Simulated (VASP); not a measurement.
# MgI2 (P-3m1) in VASP: settings compared

Aim: see how the results for MgI2 move with the level of theory and the settings. Levels: PBE, r2SCAN. Tasks: single point.

Everything below comes from runs of VASP 6.6.1. Logs are shortened: lines on timing, memory, paths and dates and some standing lists are left out, and cuts for length are marked.

### 1 The cell of the first run

It takes space group P-3m1 (No. 164, trigonal). The conventional cell has a = 4.221 Å, b = 4.221 Å, c = 7.015 Å, α = 90.00°, β = 90.00°, γ = 120.00°. I (site symmetry 3m) has 3 Mg at 3.00 Å within 4.0 Å. Mg (site symmetry -3m) has 6 I at 3.00 Å within 4.0 Å.

### 2 Single point, PBE (36.08 Å³/atom)

INCAR

```
SYSTEM = MgI2
  ALGO = Normal
  EDIFF = 1E-6
  ENCUT = 520
  GGA = PE
  ISIF = 2
  ISMEAR = -1
  LASPH = .TRUE.
  LCHARG = .FALSE.
  LREAL = .FALSE.
  LWAVE = .FALSE.
  NBANDS = 15
  NELM = 80
  PREC = Accurate
  SIGMA = 0.05
```

KPOINTS

```
k-points
0
G
  8 8 4
  0 0 0
```

POSCAR

```
MgI2
1.0
    4.2211970848      0.0000000000      0.0000000000
   -2.1105985424      3.6556639099      0.0000000000
    0.0000000000      0.0000000000      7.0149362183
I Mg
2 1
Direct
    0.6666666667      0.3333333333      0.7500000000
    0.3333333333      0.6666666667      0.2500000000
    0.0000000000      0.0000000000      0.0000000000
```

Potentials or basis: VASP PAW PBE potentials, release 64 (I, Mg).

Command:

```console
$ cat potpaw_PBE.64/I/POTCAR potpaw_PBE.64/Mg/POTCAR > POTCAR
$ mpirun -np 1 vasp_std > vasp.out
```

OUTCAR:

```text
SYSTEM = MgI2
   EDIFF = 1E-6
   ENCUT = 520
   GGA = PE
   ISIF = 2
   ISMEAR = -1
   LASPH = .TRUE.
   LREAL = .FALSE.
   NELM = 80
   PREC = Accurate

 ion  position               nearest neighbor table
   1  0.667  0.333  0.750-   3 3.00   3 3.00   3 3.00
   2  0.333  0.667  0.250-   3 3.00   3 3.00   3 3.00
   3  0.000  0.000  0.000-   1 3.00   2 3.00   1 3.00   2 3.00   1 3.00   2 3.00

  LATTYP: Found a hexagonal cell.
 ALAT       =     4.2211970848
 C/A-ratio  =     1.6618357488

  Lattice vectors:

 A1 = (   4.2211970848,   0.0000000000,   0.0000000000)
 A2 = (  -2.1105985424,   3.6556639099,   0.0000000000)
 A3 = (   0.0000000000,   0.0000000000,   7.0149362183)

Analysis of symmetry for initial positions (statically):
=====================================================================
 Subroutine PRICEL returns:
 Original cell was already a primitive cell.

 Routine SETGRP: Setting up the symmetry group for a
 hexagonal supercell.

 Subroutine GETGRP returns: Found 12 space group operations
 (whereof 12 operations were pure point group operations)
 out of a pool of 24 trial point group operations.

The static configuration has the point symmetry D_3d.

Analysis of symmetry for dynamics (positions and initial velocities):
=====================================================================
 Subroutine PRICEL returns:
 Original cell was already a primitive cell.

 Routine SETGRP: Setting up the symmetry group for a
 hexagonal supercell.

 Subroutine GETGRP returns: Found 12 space group operations
 (whereof 12 operations were pure point group operations)
 out of a pool of 24 trial point group operations.

The dynamic configuration has the point symmetry D_3d.

 Subroutine INISYM returns: Found 12 space group operations
 (whereof 12 operations are pure point group operations),
 and found     1 'primitive' translations

----------------------------------------------------------------------------------------

                                     Primitive cell

  volume of cell :     108.2494

  direct lattice vectors                    reciprocal lattice vectors
     4.221197085  0.000000000  0.000000000     0.236899623  0.136774061  0.000000000
    -2.110598542  3.655663910  0.000000000     0.000000000  0.273548123  0.000000000
     0.000000000  0.000000000  7.014936218     0.000000000  0.000000000  0.142552971

  length of vectors
     4.221197085  4.221197085  7.014936218     0.273548123  0.273548123  0.142552971

  position of ions in fractional coordinates (direct lattice)
     0.666666667  0.333333333  0.750000000
     0.333333333  0.666666667  0.250000000
     0.000000000  0.000000000  0.000000000

  ion indices of the primitive-cell ions
   primitive index   ion index
                 1           1
                 2           2
                 3           3

----------------------------------------------------------------------------------------

 KPOINTS: k-points

Automatic generation of k-mesh.
 Grid dimensions read from file:
 generate k-points for:    8    8    4

 Generating k-lattice:

  Cartesian coordinates                     Fractional coordinates (reciprocal lattice)
     0.029612453  0.017096758  0.000000000     0.125000000  0.000000000  0.000000000
     0.000000000  0.034193515  0.000000000     0.000000000  0.125000000  0.000000000
     0.000000000  0.000000000  0.035638243     0.000000000  0.000000000  0.250000000

  Length of vectors
     0.034193515  0.034193515  0.035638243

  Shift w.r.t. Gamma in fractional coordinates (k-lattice)
     0.000000000  0.000000000  0.000000000

 Subroutine IBZKPT returns following result:
 ===========================================

 Found     35 irreducible k-points:

 Following reciprocal coordinates:
            Coordinates               Weight
  0.000000  0.000000  0.000000      1.000000
  0.125000  0.000000  0.000000      6.000000
  0.250000  0.000000  0.000000      6.000000
  0.375000  0.000000  0.000000      6.000000
  0.500000  0.000000  0.000000      3.000000
  0.125000  0.125000  0.000000      6.000000
[... 16 lines left out ...]
 -0.125000  0.500000  0.250000     12.000000
  0.250000  0.250000  0.250000     12.000000
 [... further k-points ...]
   k-points           NKPTS =     35   k-points in BZ     NKDIM =     35   number of bands    NBANDS=     15
   number of dos      NEDOS =    301   number of ions     NIONS =      3
   total plane-waves  NPLWV =  55296
   dimension x,y,z NGX =    32 NGY =   32 NGZ =   54
   dimension x,y,z NGXF=    64 NGYF=   64 NGZF=  108
   ions per type =               2   1
   NGX,Y,Z   is equivalent  to a cutoff of  12.60, 12.60, 12.80 a.u.
   NGXF,Y,Z  is equivalent  to a cutoff of  25.21, 25.21, 25.59 a.u.
 SYSTEM =  MgI2
   PREC   = accura    normal or accurate (medium, high low for compatibility)
   ISTART =      0    job   : 0-new  1-cont  2-samecut
   ICHARG =      2    charge: 1-file 2-atom 10-const
   ISPIN  =      1    spin polarized calculation?
   LNONCOLLINEAR =      F non collinear calculations
   LSORBIT =      F    spin-orbit coupling
   LASPH  =      T    aspherical Exc in radial PAW
   ENCUT  =  520.0 eV  38.22 Ry    6.18 a.u.   7.85  7.85 13.04*2*pi/ulx,y,z
   NELM   =     80;   NELMIN=  2; NELMDL= -5     # of ELM steps
   EDIFF  = 0.1E-05   stopping-criterion for ELM
   LREAL  =      F    real-space projection
   EDIFFG = 0.1E-04   stopping-criterion for IOM
   NSW    =      0    number of steps for IOM
   IBRION =     -1    ionic relax: 0-MD 1-quasi-New 2-CG
   NFREE  =      0    steps in history (QN), initial steepest desc. (CG)
   ISIF   =      2    stress and relaxation
   ISYM   =      2    0-nonsym 1-usesym 2-fastsym
   POTIM  = 0.5000    time-step for ionic-motion
   TEBEG  =    0.0;   TEEND  =   0.0 temperature during run
   PSTRESS=    0.0 pullay stress
   NELECT =      16.0000    total number of electrons
   NUPDOWN=      -1.0000    fix difference up-down
   EMIN   =  10.00;   EMAX   =-10.00  energy-range for DOS
   EFERMI =   0.00;   METHOD = LEGACY
   ISMEAR =    -1;   SIGMA  =   0.05  broadening in eV -4-tet -1-fermi 0-gaus
   EFERMI_NEDOS =   21; number of points for ismear=-14 and -15
   IALGO  =     38    algorithm
   IMIX   =      4    mixing-type and parameters
     AMIX     =   0.40;   BMIX     =  1.00
     AMIX_MAG =   1.60;   BMIX_MAG =  1.00
  volume/ion in A,a.u.               =      36.08       243.50
  Fermi-wavevector in a.u.,A,eV,Ry     =   0.865578  1.635706 10.193832  0.749226
  Thomas-Fermi vector in A             =   1.983842
   LORBIT       =      0    0 simple, 1 ext, 2 COOP (PROOUT), +10 PAW based schemes
   GGA     = PE    functional components
   LHFCALC =     F    Hartree Fock is set to
   AEXX    =    0.0000 exact exchange contribution
   IVDW    =     0    specifies the selected vdW correction
   LEPSILON=     F    determine dielectric tensor
   LRPA    =     F    only Hartree local field effects (RPA)
 non-spin polarized calculation
  energy-cutoff  :      520.00
  volume of cell :      108.25
 maximum number of plane-waves:      2949
 NGX is ok and might be reduce to    32
   NGX = 15   NGY = 15   NGZ = 27

 number of electron      15.9999997 magnetization

 Free energy of the ion-electron system (eV)
  ---------------------------------------------------
  ext. energy  EPLUGINS =         0.00000000
  ---------------------------------------------------
  free energy    TOTEN  =        -7.67216724 eV

  energy without entropy =       -7.67216724  energy(sigma->0) =       -7.67216724

 E-fermi :   2.9273     XC(G=0):  -8.0229

 val. band max:        1.8183917052   @ k =   0.0000   0.0000   0.0000
 cond. band min:       5.2075322539   @ k =   0.5000   0.0000   0.5000
 fundamental gap:      3.3891405488
 Fermi energy:         2.9272935572

 k-point     1 :       0.0000    0.0000    0.0000
  band No.  band energies     occupation
      1      -9.9655      2.00000
      2      -9.3867      2.00000
      3      -1.4963      2.00000
      4       1.4971      2.00000
      5       1.4971      2.00000
      6       1.7970      2.00000
      7       1.8184      2.00000
      8       1.8184      2.00000
      9       5.2081      0.00000
     10       6.6545      0.00000
     11       8.5420      0.00000
     12       8.5420      0.00000
     13       9.2881      0.00000
     14      10.0674      0.00000
     15      10.0674      0.00000

 k-point     2 :       0.1250    0.0000    0.0000
  band No.  band energies     occupation
      1      -9.8948      2.00000
      2      -9.3490      2.00000
      3      -1.3867      2.00000
      4       0.9326      2.00000
      5       1.3018      2.00000
      6       1.3230      2.00000
      7       1.7506      2.00000
      8       1.7936      2.00000
      9       5.7735      0.00000
     10       7.1719      0.00000
     11       7.9396      0.00000
     12       8.7254      0.00000
     13       9.3155      0.00000
     14       9.7997      0.00000
     15      10.2960      0.00000

 k-point     3 :       0.2500    0.0000    0.0000
  band No.  band energies     occupation
      1      -9.7077      2.00000
      2      -9.2616      2.00000
      3      -1.1205      2.00000
      4      -0.0829      2.00000
      5       0.4440      2.00000
      6       1.0040      2.00000
      7       1.5784      2.00000
      8       1.6678      2.00000
      9       6.1335      0.00000
     10       7.1474      0.00000
     11       8.0979      0.00000
     12       8.7928      0.00000
     13       8.8496      0.00000
     14       9.9037      0.00000
     15      10.6953      0.00000
[... 343 lines left out ...]
 k-point    23 :      -0.1250    0.5000    0.2500
  band No.  band energies     occupation
      1      -9.3436      2.00000
      2      -9.2022      2.00000
      3      -1.3909      2.00000
      4      -0.7043      2.00000
      5       0.1534      2.00000
      6       0.6568      2.00000
      7       0.8718      2.00000
      8       1.3156      2.00000
      9       5.5300      0.00000
     10       7.4836      0.00000
     11       8.1158      0.00000
     12       8.3398      0.00000
     13       8.8364      0.00000
     14      10.7326      0.00000
     15      11.3243      0.00000

 k-point    24 :       0.2500    0.2500    0.2500
  band No.  band energies     occupation
      1      -9.3488      2.00000
      2      -9.1987      2.00000
      3      -1.1552      2.00000
      4      -0.6295      2.00000
      5      -0.0309      2.00000
      6       0.3824      2.00000
      7       0.7556      2.00000
      8       1.3252      2.00000
      9       5.9412      0.00000
     10       7.5873      0.00000
     11       8.4040      0.00000
     12       9.0239      0.00000
     13       9.3443      0.00000
     14       9.4870      0.00000
     15      10.6482      0.00000

 [... further k-points ...]
[... 5 lines left out ...]
  --------------------------------------------------------------------------------------
  -------------------------------------------------------------------------------------
  Total       -0.5773140     -0.5773140     -0.9123112      0.0000000     -0.0000000      0.0000000
  in kB       -8.5447047     -8.5447047    -13.5029288      0.0000000     -0.0000000      0.0000000
  external PRESSURE =     -10.1974461 kB  Pullay stress =       0.0000000 kB

 VOLUME and BASIS-vectors are now :
 -----------------------------------------------------------------------------
  energy-cutoff  :      520.00
  volume of cell :      108.25
      direct lattice vectors                 reciprocal lattice vectors
     4.221197085  0.000000000  0.000000000     0.236899623  0.136774061  0.000000000
    -2.110598542  3.655663910  0.000000000     0.000000000  0.273548123  0.000000000
     0.000000000  0.000000000  7.014936218     0.000000000  0.000000000  0.142552971

 POSITION                                       TOTAL-FORCE (eV/Angst)
 -----------------------------------------------------------------------------------
      2.11060      1.21855      5.26120        -0.000000      0.000000      0.480152
     -0.00000      2.43711      1.75373         0.000000     -0.000000     -0.480152
      0.00000      0.00000      0.00000         0.000000      0.000000      0.000000
 -----------------------------------------------------------------------------------
    total drift:                                0.000000     -0.000000      0.000000

  FREE ENERGIE OF THE ION-ELECTRON SYSTEM (eV)
  ---------------------------------------------------
  free  energy   TOTEN  =        -7.6721672410 eV

  energy  without entropy=       -7.6721672410  energy(sigma->0) =       -7.67216724
```

It took 45 s on 1 thread of AMD EPYC 7R43 (Zen 3), shared host; peak memory 0.21 GiB.

Results:

```
Free energy            : -7.6722 eV
Pressure               : -1.0 GPa
Largest force          : 0.480 eV/Å
Band gap on the k mesh : 3.39 eV
```

Forces on the atoms (eV/Å):
```
I    0.000  0.000  0.480
I    0.000  0.000 -0.480
Mg   0.000  0.000  0.000
```

Caveat: spin-orbit coupling is left out, which moves the levels of the heavy elements; this functional lacks dispersion, which binds the layers, so the pressure and a relaxed spacing across them are unreliable. A k mesh can miss the band edges.

### 3 Single point, r2SCAN

This run uses another cell than the first one, of 34.04 Å³/atom.

POSCAR

```
MgI2
1.0
    4.1400000000      0.0000000000      0.0000000000
   -2.0700000000      3.5853451717      0.0000000000
    0.0000000000      0.0000000000      6.8800000000
I Mg
2 1
Direct
    0.6666666667      0.3333333333      0.7500000000
    0.3333333333      0.6666666667      0.2500000000
    0.0000000000      0.0000000000      0.0000000000
```

INCAR.step1

```
PREC     = Accurate       # precision mode
ENCUT    = 520            # plane-wave cutoff, eV
ISMEAR   = -1             # smearing method
SIGMA    = 0.05           # smearing width, eV
LREAL    = F              # projectors in reciprocal space
LASPH    = T              # aspherical terms in the spheres
NELM     = 100            # most SCF steps
NBANDS   = 15             # bands
GGA      = PE             # functional
ALGO     = Normal         # electronic algorithm
EDIFF    = 1E-4           # SCF threshold, eV
LWAVE    = T              # write WAVECAR
LCHARG   = F              # write CHGCAR
```

INCAR.step2

```
PREC     = Accurate       # precision mode
ENCUT    = 520            # plane-wave cutoff, eV
EDIFF    = 1E-7           # SCF threshold, eV
ISMEAR   = -1             # smearing method
SIGMA    = 0.05           # smearing width, eV
LREAL    = F              # projectors in reciprocal space
LASPH    = T              # aspherical terms in the spheres
NELM     = 100            # most SCF steps
ALGO     = Normal         # electronic algorithm
ISIF     = 2              # what is computed and relaxed
LWAVE    = F              # write WAVECAR
LCHARG   = T              # write CHGCAR
METAGGA  = R2SCAN         # meta-GGA
LMIXTAU  = T            
LELF     = T              # ELF
LVHAR    = T            
NBANDS   = 15             # bands
ISTART   = 1
```

KPOINTS

```
Automatic mesh
0
Gamma
  8 8 4
```

Potentials or basis: VASP PAW PBE potentials, release 64 (I, Mg).

Command:

```console
$ cat potpaw_PBE.64/I/POTCAR potpaw_PBE.64/Mg/POTCAR > POTCAR
$ cp INCAR.step1 INCAR
$ mpirun -np 1 vasp_std > vasp.out
$ cp INCAR.step2 INCAR
$ mpirun -np 1 vasp_std > vasp.out
```

Wall time 4.2 min (1 thread of AMD EPYC 7R43 (Zen 3), shared host); peak memory 0.22 GiB.

Results (log left out):

| Property | Result |
| --- | --- |
| Free energy | -56.9055 eV |
| Pressure | 0.0 GPa |
| Largest force | 0.317 eV/Å |
| Band gap on the k mesh | 4.09 eV (least direct gap 4.44 eV) |

Forces in eV/Å, atoms in the order of the input:
```
I    0.000  0.000  0.317
I    0.000  0.000 -0.317
Mg   0.000  0.000  0.000
```

Stress tensor (GPa, compression positive):
```
 0.29  0.00  0.00
 0.00  0.29  0.00
 0.00  0.00 -0.50
```

Levels at points of the mesh, in eV from the valence-band top:
```
           k point  band 5  band 6  band 7  band 8  band 9  band 10  band 11  band 12
(0.00, 0.00, 0.00)   -0.38   -0.02    0.00    0.00    4.44     5.52     7.41     7.41
(0.50, 0.00, 0.00)   -1.96   -1.32   -0.96   -0.42    4.24     5.90     5.94     7.45
(0.00, 0.00, 0.50)   -0.26   -0.26   -0.13   -0.13    5.47     5.62     7.20     7.20
(0.50, 0.00, 0.50)   -1.13   -1.11   -0.85   -0.71    4.09     5.66     6.20     6.54
```

Caveat: the PAW data sets were made with another functional, which shifts forces and pressure a little; spin-orbit coupling is left out, which moves the levels of the heavy elements. A k mesh can miss the band edges.
